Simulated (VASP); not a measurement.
# GaS (P6_3/mmc) in VASP: dielectric tensor with PBE

Aim: the dielectric tensor of GaS with PBE.

Program: VASP 6.6.1. These are calculated values, not measurements. Logs are shortened: lines on timing, memory, paths and dates and some standing lists are left out, and cuts for length are marked.

## Step 1: The cell of the first run

It takes space group P6_3/mmc (No. 194, hexagonal). Conventional cell: a = 3.585 Å, b = 3.585 Å, c = 15.500 Å, α = 90.00°, β = 90.00°, γ = 120.00°. Ga (site symmetry 3m) has 3 S at 2.34 Å and 1 Ga at 2.48 Å within 3.1 Å. Within 3.1 Å of S (site symmetry 3m) lie 3 Ga at 2.34 Å.

## Step 2: Dielectric tensor, PBE

INCAR

```
SYSTEM = GaS
ALGO = Normal ; EDIFF = 1E-8
ENCUT = 400 ; GGA = PE
GGA_COMPAT = .False. ; ISIF = 2
ISMEAR = 0 ; LASPH = .True.
LCHARG = .False. ; LEPSILON = .True.
LREAL = .False. ; LWAVE = .False.
NELM = 120 ; PREC = Accurate
SIGMA = 0.01
```

KPOINTS

```
k-points
0
Gamma
  6 6 2
  0 0 0
```

POSCAR

```
GaS
1.0
    3.5850000000      0.0000000000      0.0000000000
   -1.7925000000      3.1047010000      0.0000000000
    0.0000000000      0.0000000000     15.5000000000
Ga S
4 4
Direct
    0.3333333333      0.6666666667      0.1700000000
    0.6666666667      0.3333333333      0.6700000000
    0.3333333333      0.6666666667      0.3300000000
    0.6666666667      0.3333333333      0.8300000000
    0.3333333333      0.6666666667      0.6000000000
    0.6666666667      0.3333333333      0.1000000000
    0.3333333333      0.6666666667      0.9000000000
    0.6666666667      0.3333333333      0.4000000000
```

Potentials or basis: VASP PAW PBE potentials, release 64 (Ga_d, S).

On the command line:

```
cat potpaw_PBE.64/Ga_d/POTCAR potpaw_PBE.64/S/POTCAR > POTCAR
mpirun -np 1 vasp_std > vasp.out
```

OUTCAR:

```text
SYSTEM = GaS
   EDIFF = 1E-8
   ENCUT = 400
   GGA = PE
   ISIF = 2
   ISMEAR = 0
   LASPH = .True.
   LEPSILON = .True.
   LREAL = .False.
   NELM = 120
   PREC = Accurate

 ion  position               nearest neighbor table
   1  0.333  0.667  0.170-   6 2.34   6 2.34   6 2.34   3 2.48
   2  0.667  0.333  0.670-   5 2.34   5 2.34   5 2.34   4 2.48
   3  0.333  0.667  0.330-   8 2.34   8 2.34   8 2.34   1 2.48
   4  0.667  0.333  0.830-   7 2.34   7 2.34   7 2.34   2 2.48
   5  0.333  0.667  0.600-   2 2.34   2 2.34   2 2.34
   6  0.667  0.333  0.100-   1 2.34   1 2.34   1 2.34
   7  0.333  0.667  0.900-   4 2.34   4 2.34   4 2.34
   8  0.667  0.333  0.400-   3 2.34   3 2.34   3 2.34

  LATTYP: Found a hexagonal cell.
 ALAT       =     3.5850000000
 C/A-ratio  =     4.3235704324

  Lattice vectors:

 A1 = (   3.5850000000,   0.0000000000,   0.0000000000)
 A2 = (  -1.7925000000,   3.1047010000,   0.0000000000)
 A3 = (   0.0000000000,   0.0000000000,  15.5000000000)

Analysis of symmetry for initial positions (statically):
=====================================================================
 Subroutine PRICEL returns:
 Original cell was already a primitive cell.

 Routine SETGRP: Setting up the symmetry group for a
 hexagonal supercell.

 Subroutine GETGRP returns: Found 24 space group operations
 (whereof 12 operations were pure point group operations)
 out of a pool of 24 trial point group operations.

The static configuration has the point symmetry D_3d.
 The point group associated with its full space group is D_6h.

Analysis of symmetry for dynamics (positions and initial velocities):
=====================================================================
 Subroutine PRICEL returns:
 Original cell was already a primitive cell.

 Routine SETGRP: Setting up the symmetry group for a
 hexagonal supercell.

 Subroutine GETGRP returns: Found 24 space group operations
 (whereof 12 operations were pure point group operations)
 out of a pool of 24 trial point group operations.

The dynamic configuration has the point symmetry D_3d.
 The point group associated with its full space group is D_6h.

 Subroutine INISYM returns: Found 24 space group operations
 (whereof 12 operations are pure point group operations),
 and found     1 'primitive' translations

----------------------------------------------------------------------------------------

                                     Primitive cell

  volume of cell :     172.5205

  direct lattice vectors                    reciprocal lattice vectors
     3.585000000  0.000000000  0.000000000     0.278940028  0.161046104  0.000000000
    -1.792500000  3.104701000  0.000000000     0.000000000  0.322092208  0.000000000
     0.000000000  0.000000000 15.500000000     0.000000000  0.000000000  0.064516129

  length of vectors
     3.585000000  3.584999937 15.500000000     0.322092202  0.322092208  0.064516129

  position of ions in fractional coordinates (direct lattice)
     0.333333333  0.666666667  0.170000000
     0.666666667  0.333333333  0.670000000
     0.333333333  0.666666667  0.330000000
     0.666666667  0.333333333  0.830000000
     0.333333333  0.666666667  0.600000000
     0.666666667  0.333333333  0.100000000
     0.333333333  0.666666667  0.900000000
     0.666666667  0.333333333  0.400000000

  ion indices of the primitive-cell ions
   primitive index   ion index
                 1           1
                 2           2
                 3           3
                 4           4
                 5           5
                 6           6
                 7           7
                 8           8

----------------------------------------------------------------------------------------

[... 105 lines left out ...]
 fundamental gap:      1.5906317719
 Fermi energy:         4.0150651462

 k-point     1 :       0.0000    0.0000    0.0000
  band No.  band energies     occupation
      1     -10.9950      2.00000
      2     -10.9909      2.00000
      3     -10.8749      2.00000
      4     -10.8749      2.00000
      5     -10.8747      2.00000
      6     -10.8747      2.00000
[... 661 lines left out ...]
     44       8.3784      0.00000
     45       8.9873      0.00000

  FORCE on cell =-STRESS in cart. coord.  units (eV):
  Direction    XX          YY          ZZ          XY          YZ          ZX
  --------------------------------------------------------------------------------------
  -------------------------------------------------------------------------------------
  Total        2.4743161      2.4743160      1.4205076      0.0000000      0.0000000      0.0000000
  in kB       22.9786824     22.9786814     13.1920873      0.0000000      0.0000000      0.0000000
  external PRESSURE =      19.7164837 kB  Pullay stress =       0.0000000 kB

 VOLUME and BASIS-vectors are now :
 -----------------------------------------------------------------------------
  energy-cutoff  :      400.00
  volume of cell :      172.52
      direct lattice vectors                 reciprocal lattice vectors
     3.585000000  0.000000000  0.000000000     0.278940028  0.161046104  0.000000000
    -1.792500000  3.104701000  0.000000000     0.000000000  0.322092208  0.000000000
     0.000000000  0.000000000 15.500000000     0.000000000  0.000000000  0.064516129

 POSITION                                       TOTAL-FORCE (eV/Angst)
 -----------------------------------------------------------------------------------
     -0.00000      2.06980      2.63500         0.000000     -0.000000      0.245990
      1.79250      1.03490     10.38500        -0.000000     -0.000000      0.245990
     -0.00000      2.06980      5.11500         0.000000      0.000000     -0.245990
      1.79250      1.03490     12.86500        -0.000000      0.000000     -0.245990
     -0.00000      2.06980      9.30000         0.000000     -0.000000     -0.040686
      1.79250      1.03490      1.55000        -0.000000      0.000000     -0.040686
     -0.00000      2.06980     13.95000         0.000000     -0.000000      0.040686
      1.79250      1.03490      6.20000        -0.000000      0.000000      0.040686
 -----------------------------------------------------------------------------------
    total drift:                               -0.000000      0.000000      0.000000

  FREE ENERGIE OF THE ION-ELECTRON SYSTEM (eV)
  ---------------------------------------------------
  free  energy   TOTEN  =       -33.1913043804 eV

  energy  without entropy=      -33.1913043804  energy(sigma->0) =      -33.19130438

 HEAD OF MICROSCOPIC STATIC DIELECTRIC TENSOR (INDEPENDENT PARTICLE, excluding Hartree and local field effects)
 ------------------------------------------------------
           7.840809     0.000000     0.000000
           0.000000     7.840809    -0.000000
           0.000000    -0.000000     7.755149
 ------------------------------------------------------

 Free energy of the ion-electron system (eV)
  ---------------------------------------------------
  ---------------------------------------------------
  free energy    TOTEN  =        -3.28704322 eV

  energy without entropy =       -3.28704322

------------------------ aborting loop because EDIFF is reached ----------------------------------------

--------------------------------------- Ionic step        2  -------------------------------------------

------------------------ aborting loop because EDIFF is reached ----------------------------------------

--------------------------------------- Ionic step        3  -------------------------------------------

 Free energy of the ion-electron system (eV)
  ---------------------------------------------------
  ---------------------------------------------------
  free energy    TOTEN  =        -2.41330772 eV

  energy without entropy =       -2.41330772

------------------------ aborting loop because EDIFF is reached ----------------------------------------

 PIEZOELECTRIC TENSOR FIELD DIRECTION 3  (e Angst)
 -----------------------------------------------------------------------------
    -0.00008  0.00000 -0.00000           ( -0.00000  0.00000  0.00000)
    -0.00000 -0.00008  0.00000           ( -0.00000 -0.00000  0.00000)
    -0.00000  0.00000  0.00010           (  0.00000  0.00000  0.00000)

 PIEZOELECTRIC TENSOR FIELD DIRECTION 3  (C/m^2)
 -----------------------------------------------------------------------------
    -0.00001  0.00000 -0.00000
    -0.00000 -0.00001  0.00000
    -0.00000  0.00000  0.00001

 MACROSCOPIC STATIC DIELECTRIC TENSOR (including local field effects in DFT)
 ------------------------------------------------------
           7.297057     0.000000     0.000000
           0.000000     7.297056     0.000000
           0.000000    -0.000000     5.657362
 ------------------------------------------------------

 PIEZOELECTRIC TENSOR (including local field effects)  for field in x, y, z        (e  Angst)
          XX          YY          ZZ          XY          YZ          ZX
  --------------------------------------------------------------------------------
  x     0.00000     0.00000     0.00000     0.00000     0.00000     0.00000
  y     0.00000     0.00000     0.00000     0.00000     0.00000     0.00000
  z     0.00000     0.00000     0.00000     0.00000     0.00000     0.00000

 PIEZOELECTRIC TENSOR (including local field effects)  for field in x, y, z        (C/m^2)
          XX          YY          ZZ          XY          YZ          ZX
  --------------------------------------------------------------------------------
  x     0.00000     0.00000     0.00000     0.00000     0.00000     0.00000
  y     0.00000     0.00000     0.00000     0.00000     0.00000     0.00000
  z     0.00000     0.00000     0.00000     0.00000     0.00000     0.00000

 BORN EFFECTIVE CHARGES (including local field effects) (in |e|, cummulative output)
 ---------------------------------------------------------------------------------
 ion    1
    1     2.33706     0.00000     0.00000
    2     0.00000     2.33706    -0.00000
    3    -0.00000     0.00000     1.01024
 ion    2
    1     2.33706     0.00000     0.00000
    2     0.00000     2.33706    -0.00000
    3     0.00000     0.00000     1.01024
 ion    3
    1     2.33706     0.00000     0.00000
    2     0.00000     2.33706    -0.00000
    3    -0.00000     0.00000     1.01024
 ion    4
    1     2.33706     0.00000     0.00000
    2     0.00000     2.33706    -0.00000
    3     0.00000    -0.00000     1.01024
 ion    5
    1    -2.33706     0.00000     0.00000
    2     0.00000    -2.33706     0.00000
    3     0.00000     0.00000    -1.01024
 ion    6
    1    -2.33706     0.00000    -0.00000
    2     0.00000    -2.33706     0.00000
    3     0.00000    -0.00000    -1.01024
 ion    7
    1    -2.33706     0.00000    -0.00000
    2     0.00000    -2.33706    -0.00000
    3     0.00000    -0.00000    -1.01024
 ion    8
    1    -2.33706     0.00000     0.00000
    2     0.00000    -2.33706    -0.00000
    3     0.00000     0.00000    -1.01024
```

Run time: 26 min. Hardware: 1 thread of Oxide Virtual Turin-like, shared host; peak memory 0.47 GiB.

What came out:

```
Band gap on the k mesh                  : 1.59 eV (least direct gap 1.66 eV)
Electronic dielectric tensor (diagonal) : 7.30, 7.30, 5.66
Born charges (mean of the diagonal)     : Ga +1.89; S -1.89 e
```

Electronic dielectric tensor:
```
7.30 0.00 0.00
0.00 7.30 0.00
0.00 0.00 5.66
```

Born effective charge tensors (e):
atom 1, Ga
```
2.34 0.00 0.00
0.00 2.34 0.00
0.00 0.00 1.01
```
atom 2, Ga
```
2.34 0.00 0.00
0.00 2.34 0.00
0.00 0.00 1.01
```
atom 3, Ga
```
2.34 0.00 0.00
0.00 2.34 0.00
0.00 0.00 1.01
```
atom 4, Ga
```
2.34 0.00 0.00
0.00 2.34 0.00
0.00 0.00 1.01
```
atom 5, S
```
-2.34  0.00  0.00
 0.00 -2.34  0.00
 0.00  0.00 -1.01
```
atom 6, S
```
-2.34  0.00  0.00
 0.00 -2.34  0.00
 0.00  0.00 -1.01
```
atom 7, S
```
-2.34  0.00  0.00
 0.00 -2.34  0.00
 0.00  0.00 -1.01
```
atom 8, S
```
-2.34  0.00  0.00
 0.00 -2.34  0.00
 0.00  0.00 -1.01
```

Caveat: this functional lacks dispersion, which binds layers or chains, so the pressure and a relaxed spacing across them are unreliable. A k mesh can miss the band edges.
